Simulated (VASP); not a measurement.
# H3ClO in VASP: a series of runs, part 2 of 2

VASP 6.6.1. Earlier steps stand in the parts before.

**3. Single point, PBE+D3(BJ)**

File INCAR:

```
SYSTEM = H3ClO
PREC = Accurate
ENCUT = 520
EDIFF = 1E-7
ISMEAR = -1
SIGMA = 0.02
LREAL = Auto
LASPH = .TRUE.
NELM = 100
ALGO = Normal
ISIF = 2
LWAVE = .FALSE.
LCHARG = .FALSE.
GGA = PE
IVDW = 12
NBANDS = 48
```

File KPOINTS:

```
regular mesh
0
G
  1 1 1
  0 0 0
```

File POSCAR:

```
H3ClO
1.0
    6.6312570000      0.0000000000      0.0000000000
    0.0000000000      6.6312570000      0.0000000000
    0.0000000000      0.0000000000      6.6312570000
O H Cl
4 12 4
Direct
    0.7566891164      1.0352034313      0.2350836350
    0.2474643948      0.3227744001      0.2165954358
    0.2573267783     -0.0183223181      0.1210931804
    0.0990159181      0.7798672258      0.7915995414
    0.8071320415      0.8934806779      0.2677018852
    0.6132773922      1.0225512297      0.2530289506
    0.3565839780      0.4078261482      0.1736774792
    0.2335454651      0.1657905884      0.1797095181
    0.2667065988     -0.1180771609      0.2430308462
    0.2116642440     -0.0596116242     -0.0043883083
    0.0807991607      0.7761575219      0.6544912978
    0.0092742598      0.6731152178      0.8245947940
    0.7836221700      0.0393892138      1.0669771960
    1.1289563954      0.4040862841      0.2412815549
    0.5973678897      0.9237615131      0.6265931180
    0.6633885551      0.3757809417      0.9045343892
    0.7697183204      0.1319206901      0.8167833037
    0.9509207681      0.6258541933      0.3499034949
    0.4472907625      0.8257408814      0.5204895542
    0.5318297873      0.5093453624      0.9330659331
```

Potentials or basis: VASP PAW PBE potentials, release 64 (O, H, Cl).

On the command line:

```console
$ cat potpaw_PBE.64/O/POTCAR potpaw_PBE.64/H/POTCAR potpaw_PBE.64/Cl/POTCAR > POTCAR
$ mpirun -np 1 vasp_gam > vasp.out
```

OUTCAR:

```text
SYSTEM = H3ClO
   PREC = Accurate
   ENCUT = 520
   EDIFF = 1E-7
   ISMEAR = -1
   LREAL = Auto
   LASPH = .TRUE.
   NELM = 100
   ISIF = 2
   GGA = PE
   IVDW = 12
 IVDW          = 12

 ion  position               nearest neighbor table
   1  0.757  0.035  0.235-   6 0.96   5 1.02  13 1.13
   2  0.247  0.323  0.217-   7 0.96  14 0.97   8 1.07
   3  0.257  0.982  0.121-  10 0.93   9 1.05   8 1.29
   4  0.099  0.780  0.792-  11 0.92  12 0.95
   5  0.807  0.893  0.268-   1 1.02
   6  0.613  0.023  0.253-   1 0.96
   7  0.357  0.408  0.174-   2 0.96
   8  0.234  0.166  0.180-   2 1.07   3 1.29
   9  0.267  0.882  0.243-   3 1.05
  10  0.212  0.940  0.996-   3 0.93
  11  0.081  0.776  0.654-   4 0.92
  12  0.009  0.673  0.825-   4 0.95
  13  0.784  0.039  0.067-   1 1.13  17 1.77
  14  0.129  0.404  0.241-   2 0.97
  15  0.597  0.924  0.627-  19 1.38
  16  0.663  0.376  0.905-  20 1.26
  17  0.770  0.132  0.817-  13 1.77
  18  0.951  0.626  0.350-
  19  0.447  0.826  0.520-  15 1.38
  20  0.532  0.509  0.933-  16 1.26

  LATTYP: Found a simple cubic cell.
 ALAT       =     6.6312570000

  Lattice vectors:

 A1 = (   6.6312570000,   0.0000000000,   0.0000000000)
 A2 = (   0.0000000000,   6.6312570000,   0.0000000000)
 A3 = (   0.0000000000,   0.0000000000,   6.6312570000)

Analysis of symmetry for initial positions (statically):
=====================================================================
 Subroutine PRICEL returns:
 Original cell was already a primitive cell.

 Routine SETGRP: Setting up the symmetry group for a
 simple cubic supercell.

 Subroutine GETGRP returns: Found  1 space group operations
 (whereof  1 operations were pure point group operations)
 out of a pool of 48 trial point group operations.

The static configuration has the point symmetry C_1 .

Analysis of symmetry for dynamics (positions and initial velocities):
=====================================================================
 Subroutine PRICEL returns:
 Original cell was already a primitive cell.

 Routine SETGRP: Setting up the symmetry group for a
 simple cubic supercell.

 Subroutine GETGRP returns: Found  1 space group operations
 (whereof  1 operations were pure point group operations)
 out of a pool of 48 trial point group operations.

The dynamic configuration has the point symmetry C_1 .

 Subroutine INISYM returns: Found  1 space group operations
 (whereof  1 operations are pure point group operations),
 and found     1 'primitive' translations

----------------------------------------------------------------------------------------

                                     Primitive cell

  volume of cell :     291.6000

  direct lattice vectors                    reciprocal lattice vectors
     6.631257000  0.000000000  0.000000000     0.150800972  0.000000000  0.000000000
     0.000000000  6.631257000  0.000000000     0.000000000  0.150800972  0.000000000
     0.000000000  0.000000000  6.631257000     0.000000000  0.000000000  0.150800972

  length of vectors
     6.631257000  6.631257000  6.631257000     0.150800972  0.150800972  0.150800972

  position of ions in fractional coordinates (direct lattice)
     0.756689116  0.035203431  0.235083635
     0.247464395  0.322774400  0.216595436
     0.257326778  0.981677682  0.121093180
     0.099015918  0.779867226  0.791599541
     0.807132041  0.893480678  0.267701885
     0.613277392  0.022551230  0.253028951
[... 12 lines left out ...]
     0.447290763  0.825740881  0.520489554
     0.531829787  0.509345362  0.933065933

  ion indices of the primitive-cell ions
   primitive index   ion index
                 1           1
                 2           2
                 3           3
                 4           4
                 5           5
                 6           6
[... 12 lines left out ...]
                19          19
                20          20

----------------------------------------------------------------------------------------

 KPOINTS: regular mesh

Automatic generation of k-mesh.
 Grid dimensions read from file:
 generate k-points for:    1    1    1

 Generating k-lattice:

  Cartesian coordinates                     Fractional coordinates (reciprocal lattice)
     0.150800972  0.000000000  0.000000000     1.000000000  0.000000000  0.000000000
     0.000000000  0.150800972  0.000000000     0.000000000  1.000000000  0.000000000
     0.000000000  0.000000000  0.150800972     0.000000000  0.000000000  1.000000000

  Length of vectors
     0.150800972  0.150800972  0.150800972

  Shift w.r.t. Gamma in fractional coordinates (k-lattice)
     0.000000000  0.000000000  0.000000000

 Subroutine IBZKPT returns following result:
 ===========================================

 Found      1 irreducible k-points:

 Following reciprocal coordinates:
            Coordinates               Weight
  0.000000  0.000000  0.000000      1.000000
   k-points           NKPTS =      1   k-points in BZ     NKDIM =      1   number of bands    NBANDS=     48
   number of dos      NEDOS =    301   number of ions     NIONS =     20
   total plane-waves  NPLWV = 125000
   dimension x,y,z NGX =    50 NGY =   50 NGZ =   50
   dimension x,y,z NGXF=   100 NGYF=  100 NGZF=  100
   ions per type =               4  12   4
   NGX,Y,Z   is equivalent  to a cutoff of  12.54, 12.54, 12.54 a.u.
   NGXF,Y,Z  is equivalent  to a cutoff of  25.07, 25.07, 25.07 a.u.
 SYSTEM =  H3ClO
   PREC   = accura    normal or accurate (medium, high low for compatibility)
   ISTART =      0    job   : 0-new  1-cont  2-samecut
   ICHARG =      2    charge: 1-file 2-atom 10-const
   ISPIN  =      1    spin polarized calculation?
   LNONCOLLINEAR =      F non collinear calculations
   LSORBIT =      F    spin-orbit coupling
   LASPH  =      T    aspherical Exc in radial PAW
   ENCUT  =  520.0 eV  38.22 Ry    6.18 a.u.  12.33 12.33 12.33*2*pi/ulx,y,z
   NELM   =    100;   NELMIN=  2; NELMDL= -5     # of ELM steps
   EDIFF  = 0.1E-06   stopping-criterion for ELM
   LREAL  =      T    real-space projection
   EDIFFG = 0.1E-05   stopping-criterion for IOM
   NSW    =      0    number of steps for IOM
   IBRION =     -1    ionic relax: 0-MD 1-quasi-New 2-CG
   NFREE  =      0    steps in history (QN), initial steepest desc. (CG)
   ISIF   =      2    stress and relaxation
   ISYM   =      2    0-nonsym 1-usesym 2-fastsym
   POTIM  = 0.5000    time-step for ionic-motion
   TEBEG  =    0.0;   TEEND  =   0.0 temperature during run
   PSTRESS=    0.0 pullay stress
   NELECT =      64.0000    total number of electrons
   NUPDOWN=      -1.0000    fix difference up-down
   EMIN   =  10.00;   EMAX   =-10.00  energy-range for DOS
   EFERMI =   0.00;   METHOD = LEGACY
   ISMEAR =    -1;   SIGMA  =   0.02  broadening in eV -4-tet -1-fermi 0-gaus
   EFERMI_NEDOS =   21; number of points for ismear=-14 and -15
   IALGO  =     38    algorithm
   IMIX   =      4    mixing-type and parameters
     AMIX     =   0.40;   BMIX     =  1.00
     AMIX_MAG =   1.60;   BMIX_MAG =  1.00
  volume/ion in A,a.u.               =      14.58        98.39
  Fermi-wavevector in a.u.,A,eV,Ry     =   0.987504  1.866112 13.267920  0.975165
  Thomas-Fermi vector in A             =   2.118963
   LORBIT       =      0    0 simple, 1 ext, 2 COOP (PROOUT), +10 PAW based schemes
   GGA     = PE    functional components
   LHFCALC =     F    Hartree Fock is set to
   AEXX    =    0.0000 exact exchange contribution
   IVDW    =    12    specifies the selected vdW correction
   LEPSILON=     F    determine dielectric tensor
   LRPA    =     F    only Hartree local field effects (RPA)
 non-spin polarized calculation
  energy-cutoff  :      520.00
  volume of cell :      291.60
 maximum number of plane-waves:      3941
 NGX is ok and might be reduce to    50
   NGX = 25   NGY = 25   NGZ = 25

 number of electron      64.0000002 magnetization

 Free energy of the ion-electron system (eV)
  ---------------------------------------------------
  ext. energy  EPLUGINS =         0.00000000
  ---------------------------------------------------
  free energy    TOTEN  =       -82.37185673 eV

  energy without entropy =      -82.37185673  energy(sigma->0) =      -82.37185673

 E-fermi :  -1.9065     XC(G=0):  -6.7108

 val. band max:       -2.4741312075   @ k =   0.0000   0.0000   0.0000
 cond. band min:       2.0311713869   @ k =   0.0000   0.0000   0.0000
 fundamental gap:      4.5053025944
 Fermi energy:        -1.9064648267

 k-point     1 :       0.0000    0.0000    0.0000
  band No.  band energies     occupation
      1     -24.2080      2.00000
      2     -23.9065      2.00000
      3     -22.4991      2.00000
      4     -21.6655      2.00000
      5     -17.0946      2.00000
      6     -16.9138      2.00000
[... 36 lines left out ...]
     43       6.6348      0.00000
     44       6.9349      0.00000
 [bands above 44 left out]

------------------------ aborting loop because EDIFF is reached ----------------------------------------

 Edisp (eV)   -1.00959

 E8    (eV) :    -0.2607

  FORCE on cell =-STRESS in cart. coord.  units (eV):
  Direction    XX          YY          ZZ          XY          YZ          ZX
  --------------------------------------------------------------------------------------
  -------------------------------------------------------------------------------------
  Total       5.56231     4.65678     3.62241    -2.75536     0.95113    -2.77366
  in kB      30.56173    25.58639    19.90309   -15.13912     5.22593   -15.23971
  external pressure =       25.35 kB  Pullay stress =        0.00 kB

 VOLUME and BASIS-vectors are now :
 -----------------------------------------------------------------------------
  energy-cutoff  :      520.00
  volume of cell :      291.60
      direct lattice vectors                 reciprocal lattice vectors
     6.631257000  0.000000000  0.000000000     0.150800972  0.000000000  0.000000000
     0.000000000  6.631257000  0.000000000     0.000000000  0.150800972  0.000000000
     0.000000000  0.000000000  6.631257000     0.000000000  0.000000000  0.150800972

 POSITION                                       TOTAL-FORCE (eV/Angst)
 -----------------------------------------------------------------------------------
      5.01780      0.23344      1.55890         1.316429     -0.940411     -1.294517
      1.64100      2.14040      1.43630        -0.253035     -0.361707      1.128310
      1.70640      6.50976      0.80300         1.647088      0.169027      4.931723
      0.65660      5.17150      5.24930         0.753187      0.429534      3.113229
      5.35230      5.92490      1.77520         0.454954     -0.291920      0.490401
      4.06680      0.14954      1.67790        -1.152541      0.012406      0.171898
[... 12 lines left out ...]
      2.96610      5.47570      3.45150         1.060251      0.494741      0.470499
      3.52670      3.37760      6.18740        -1.704263      2.518756      0.504987
 -----------------------------------------------------------------------------------
    total drift:                               -0.005128      0.000278     -0.001123

  FREE ENERGIE OF THE ION-ELECTRON SYSTEM (eV)
  ---------------------------------------------------
  free  energy   TOTEN  =       -83.3814467652 eV

  energy  without entropy=      -83.3814467652  energy(sigma->0) =      -83.38144677
```

Run time: 28 s. Hardware: 1 thread of AMD EPYC 7R13 (Zen 3), shared host; peak memory 0.29 GiB.

Results:

```
Free energy                : -83.3814 eV
Pressure                   : 2.5 GPa
Largest force              : 5.202 eV/Å
Band gap on the k mesh     : 4.51 eV
Dispersion energy per atom : -0.050 eV
```

Forces on the atoms (eV/Å):
```
O    1.316 -0.940 -1.295
O   -0.253 -0.362  1.128
O    1.647  0.169  4.932
O    0.753  0.430  3.113
H    0.455 -0.292  0.490
H   -1.153  0.012  0.172
H    1.166  0.324 -0.864
H    0.415 -0.588 -0.725
H   -0.602  1.066 -2.411
H   -1.333 -1.879 -2.746
H   -0.039  0.419 -3.717
H   -0.793 -0.938  1.027
H   -0.511  0.825  0.273
H   -1.470  1.104  0.587
H   -0.738 -0.195 -0.325
H    1.385 -1.752 -0.373
Cl   0.425 -0.814 -0.027
Cl  -0.028  0.397 -0.215
Cl   1.060  0.495  0.470
Cl  -1.704  2.519  0.505
```

Stress tensor (GPa, compression positive):
```
 3.06 -1.51 -1.52
-1.51  2.56  0.52
-1.52  0.52  1.99
```

Caveat: the k points lie up to 0.95 Å⁻¹ apart.

**4. Molecular dynamics, PBE+D3(BJ)**

File INCAR:

```
PREC = Accurate
ENCUT = 520
EDIFF = 1E-5
ISMEAR = -1
SIGMA = 0.02
LREAL = Auto
LASPH = T
NELM = 60
ALGO = Normal
ISIF = 2
LWAVE = F
LCHARG = F
GGA = PE
IVDW = 12
IBRION = 0
NSW = 40
POTIM = 0.5
TEBEG = 700.0
TEEND = 700.0
ISYM = 0
NELMIN = 4
RANDOM_SEED = 523825 0 0
MDALGO = 1
ANDERSEN_PROB = 0.0
```

File KPOINTS:

```
Automatic mesh
0
Gamma
  1 1 1
```

File POSCAR:

```
H3ClO
1.0
    6.6312570000      0.0000000000      0.0000000000
    0.0000000000      6.6312570000      0.0000000000
    0.0000000000      0.0000000000      6.6312570000
O H Cl
4 12 4
Direct
    0.7784795400      0.9233462600      0.1441364300
    0.3408061900      0.2634404000      0.3482226100
    0.2760095500      0.0064916900      0.0611422300
   -0.0759539900      0.7659479100      0.8318614100
    0.8430984700      0.8201640500      0.0567251300
    0.6707152200      0.8980195000      0.2559286300
    0.4297733800      0.3596579100      0.2828575000
    0.3190394900      0.1389774600      0.2615021800
    0.2898766700     -0.1352261100      0.0499135600
    0.3144109900      0.0581434700     -0.0705210400
   -0.1256550000      0.7306352700      0.6922818200
    0.0414602500      0.6895014600      0.8676428600
    0.7380275900      0.0208421200      1.0345994800
    1.1500260400      0.3536342000      0.3269982400
    0.6210281300      1.0644665400      0.6185507100
    0.5899640800      0.4464232200      0.8694776300
    0.6876231900      0.2167279100      0.7702532300
    0.9712118100      0.4921491300      0.3664638600
    0.5388357300      0.8642911800      0.4977979000
    0.5169826500      0.5937123600      0.9815399200
```

On the command line:

```console
$ cat potpaw_PBE.64/O/POTCAR potpaw_PBE.64/H/POTCAR potpaw_PBE.64/Cl/POTCAR > POTCAR
$ mpirun -np 1 vasp_gam > vasp.out
```

Wall time 6.3 min (1 thread of AMD EPYC 7R13 (Zen 3), shared host); peak memory 0.34 GiB.

It converged, with:

| Quantity | Value |
| --- | --- |
| Dispersion energy per atom | -0.051 eV |

Caveat: the k points lie up to 0.95 Å⁻¹ apart.
